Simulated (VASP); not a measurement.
# MgO (I4/mmm) in VASP: single point with r2SCAN

Aim: the single point of MgO with r2SCAN.

All numbers are computed with VASP 6.6.1; they aren't measurements. Logs are shortened: lines on timing, memory, paths and dates and some standing lists are left out, and cuts for length are marked.

## 1. The cell of the first run

Symmetry: I4/mmm, No. 139, tetragonal system. Conventional cell: a = 3.105 Å, b = 3.105 Å, c = 4.039 Å, α = 90.00°, β = 90.00°, γ = 90.00°. Within 2.7 Å of Mg (site symmetry 4/mmm) lie 6 O at 2.02 to 2.20 Å. Within 2.7 Å of O (site symmetry 4/mmm) lie 6 Mg at 2.02 to 2.20 Å.

## 2. Single point, r2SCAN

The input, POSCAR:

```
MgO
1.0
    0.0000000000      2.1953264755      2.0197003575
    2.1953264755      0.0000000000      2.0197003575
    2.1953264755      2.1953264755      0.0000000000
Mg O
1 1
Direct
    0.0000000000      0.0000000000      0.0000000000
    0.5000000000      0.5000000000      0.5000000000
```

The input, INCAR.step1:

```
ALGO = Normal
EDIFF = 1E-5
ENCUT = 920
GGA = PE
GGA_COMPAT = F
ISMEAR = 0
LASPH = T
LCHARG = F
LREAL = F
LWAVE = T
NBANDS = 15
NELM = 120
PREC = Accurate
SIGMA = 0.05
```

The input, INCAR.step2:

```
ALGO = Normal
EDIFF = 1E-6
ENCUT = 920
GGA_COMPAT = F
ISIF = 2
ISMEAR = 0
ISTART = 1
LASPH = T
LCHARG = T
LELF = T
LMIXTAU = T
LREAL = F
LVHAR = T
LWAVE = F
METAGGA = R2SCAN
NBANDS = 15
NELM = 120
PREC = Accurate
SIGMA = 0.05
```

The input, KPOINTS:

```
k-points
0
Gamma
  10 10 10
```

Potentials or basis: VASP PAW PBE potentials, release 64 (Mg_sv, O).

Launch:

```
$ cat potpaw_PBE.64/Mg_sv/POTCAR potpaw_PBE.64/O/POTCAR > POTCAR
$ cp INCAR.step1 INCAR
$ mpirun -np 1 vasp_std > vasp.out
$ cp INCAR.step2 INCAR
$ mpirun -np 1 vasp_std > vasp.out
```

OUTCAR:

```text
EDIFF = 1E-6
   ENCUT = 920
   ISIF = 2
   ISMEAR = 0
   ISTART = 1
   LASPH = T
   LREAL = F
   METAGGA = R2SCAN
   NELM = 120
   PREC = Accurate

 ion  position               nearest neighbor table
   1  0.000  0.000  0.000-   2 2.02   2 2.02
   2  0.500  0.500  0.500-   1 2.02   1 2.02

  LATTYP: Found a body centered tetragonal cell.
 ALAT       =     3.1046604755
 C/A-ratio  =     1.3010764774

  Lattice vectors:

 A1 = (   0.0000000000,  -2.1953264755,  -2.0197003575)
 A2 = (   0.0000000000,   2.1953264755,  -2.0197003575)
 A3 = (   2.1953264755,   0.0000000000,   2.0197003575)

Analysis of symmetry for initial positions (statically):
=====================================================================
 Subroutine PRICEL returns:
 Original cell was already a primitive cell.

 Routine SETGRP: Setting up the symmetry group for a
 body centered tetragonal supercell.

 Subroutine GETGRP returns: Found 16 space group operations
 (whereof 16 operations were pure point group operations)
 out of a pool of 16 trial point group operations.

The static configuration has the point symmetry D_4h.

Analysis of symmetry for dynamics (positions and initial velocities):
=====================================================================
 Subroutine PRICEL returns:
 Original cell was already a primitive cell.

 Routine SETGRP: Setting up the symmetry group for a
 body centered tetragonal supercell.

 Subroutine GETGRP returns: Found 16 space group operations
 (whereof 16 operations were pure point group operations)
 out of a pool of 16 trial point group operations.

The dynamic configuration has the point symmetry D_4h.

 Subroutine INISYM returns: Found 16 space group operations
 (whereof 16 operations are pure point group operations),
 and found     1 'primitive' translations

----------------------------------------------------------------------------------------

                                     Primitive cell

  volume of cell :      19.4677

  direct lattice vectors                    reciprocal lattice vectors
     0.000000000  2.195326475  2.019700358    -0.227756557  0.227756557  0.247561475
     2.195326475  0.000000000  2.019700358     0.227756557 -0.227756557  0.247561475
     2.195326475  2.195326475  0.000000000     0.227756557  0.227756557 -0.247561475

  length of vectors
     2.983060152  2.983060152  3.104660475     0.406242271  0.406242271  0.406242271

  position of ions in fractional coordinates (direct lattice)
[... 90 lines left out ...]
   NELECT =      16.0000    total number of electrons
   NUPDOWN=      -1.0000    fix difference up-down
   EMIN   =  10.00;   EMAX   =-10.00  energy-range for DOS
   EFERMI =   0.00;   METHOD = LEGACY
   ISMEAR =     0;   SIGMA  =   0.05  broadening in eV -4-tet -1-fermi 0-gaus
   EFERMI_NEDOS =   21; number of points for ismear=-14 and -15
   IALGO  =     38    algorithm
   IMIX   =      4    mixing-type and parameters
     AMIX     =   0.40;   BMIX     =  1.00
     AMIX_MAG =   1.60;   BMIX_MAG =  1.00
  volume/ion in A,a.u.               =       9.73        65.69
  Fermi-wavevector in a.u.,A,eV,Ry     =   1.533474  2.897846 31.994681  2.351543
  Thomas-Fermi vector in A             =   2.640536
   LORBIT       =      0    0 simple, 1 ext, 2 COOP (PROOUT), +10 PAW based schemes
   METAGGA = R2SCAN    functional components
   LHFCALC =     F    Hartree Fock is set to
   AEXX    =    0.0000 exact exchange contribution
   IVDW    =     0    specifies the selected vdW correction
   LEPSILON=     F    determine dielectric tensor
   LRPA    =     F    only Hartree local field effects (RPA)
 non-spin polarized calculation
 Gauss-broadening in eV      SIGMA  =   0.05
  energy-cutoff  :      920.00
  volume of cell :       19.47
 maximum number of plane-waves:      1250
 NGX is ok and might be reduce to    30
   NGX = 15   NGY = 15   NGZ = 15

 number of electron      15.9999996 magnetization

 Free energy of the ion-electron system (eV)
  ---------------------------------------------------
  ext. energy  EPLUGINS =         0.00000000
  ---------------------------------------------------
  free energy    TOTEN  =       -16.08465861 eV

  energy without entropy =      -16.08465861  energy(sigma->0) =      -16.08465861

 E-fermi :   2.5813     XC(G=0): -11.8028

 val. band max:        2.2760128722   @ k =   0.0000   0.0000   0.0000
 cond. band min:       7.4089169664   @ k =   0.0000   0.0000   0.0000
 fundamental gap:      5.1329040942
 Fermi energy:         2.5812582563

 k-point     1 :       0.0000    0.0000    0.0000
  band No.  band energies     occupation
      1     -72.8717      2.00000
      2     -37.9810      2.00000
      3     -37.9803      2.00000
      4     -37.9249      2.00000
      5     -15.7836      2.00000
      6       2.0608      2.00000
      7       2.2760      2.00000
      8       2.2760      2.00000
      9       7.4089      0.00000
     10      18.6328      0.00000
     11      18.6335      0.00000
     12      19.4806      0.00000
     13      22.9134      0.00000
     14      23.2688      0.00000
[... 401 lines left out ...]
      2     -38.0089      2.00000
      3     -38.0043      2.00000
      4     -37.9737      2.00000
      5     -14.5552      2.00000
      6      -1.1841      2.00000
      7       0.8405      2.00000
      8       0.9842      2.00000
      9      12.3683      0.00000
     10      12.8123      0.00000
     11      17.5205      0.00000
     12      20.5955      0.00000
     13      20.9364      0.00000
     14      27.3859      0.00000
     15      30.9298      0.00000

 [... further k-points ...]

------------------------ aborting loop because EDIFF is reached ----------------------------------------

  FORCE on cell =-STRESS in cart. coord.  units (eV):
  Direction    XX          YY          ZZ          XY          YZ          ZX
  --------------------------------------------------------------------------------------
  -------------------------------------------------------------------------------------
  Total       -1.2152722     -1.2152722      0.8529852      0.0000000     -0.0000000      0.0000000
  in kB     -100.0158817   -100.0158817     70.1999707      0.0000000     -0.0000000      0.0000000
  external PRESSURE =     -43.2772642 kB  Pullay stress =       0.0000000 kB

 VOLUME and BASIS-vectors are now :
 -----------------------------------------------------------------------------
  energy-cutoff  :      920.00
  volume of cell :       19.47
      direct lattice vectors                 reciprocal lattice vectors
     0.000000000  2.195326475  2.019700358    -0.227756557  0.227756557  0.247561475
     2.195326475  0.000000000  2.019700358     0.227756557 -0.227756557  0.247561475
     2.195326475  2.195326475  0.000000000     0.227756557  0.227756557 -0.247561475

 POSITION                                       TOTAL-FORCE (eV/Angst)
 -----------------------------------------------------------------------------------
      0.00000      0.00000      0.00000         0.000000      0.000000     -0.000000
      2.19533      2.19533      2.01970         0.000000      0.000000      0.000000
 -----------------------------------------------------------------------------------
    total drift:                                0.000000      0.000000      0.000000

  FREE ENERGIE OF THE ION-ELECTRON SYSTEM (eV)
  ---------------------------------------------------
  free  energy   TOTEN  =       -16.0846586081 eV

  energy  without entropy=      -16.0846586081  energy(sigma->0) =      -16.08465861
```

OUTCAR.step1:

```text
EDIFF = 1E-5
   ENCUT = 920
   GGA = PE
   ISMEAR = 0
   LASPH = T
[... 654 lines left out ...]
 -----------------------------------------------------------------------------------
      0.00000      0.00000      0.00000         0.000000      0.000000     -0.000000
      2.19533      2.19533      2.01970         0.000000      0.000000      0.000000
 -----------------------------------------------------------------------------------
    total drift:                                0.000000      0.000000      0.000000

  FREE ENERGIE OF THE ION-ELECTRON SYSTEM (eV)
  ---------------------------------------------------
  free  energy   TOTEN  =       -11.8295841564 eV

  energy  without entropy=      -11.8295841564  energy(sigma->0) =      -11.82958416
```

Run time: 4.3 min. Hardware: 1 thread of Intel Xeon Platinum 8259CL at 2.50GHz (Skylake/Cascade Lake), shared host; peak memory 0.21 GiB.

Results:

```
Free energy            : -16.0847 eV
Pressure               : -4.3 GPa
Band gap on the k mesh : 5.13 eV
```

Caveat: the stress differs along the axes, from -10 to 7 GPa; the PAW data sets were made with another functional, which shifts forces and pressure a little.
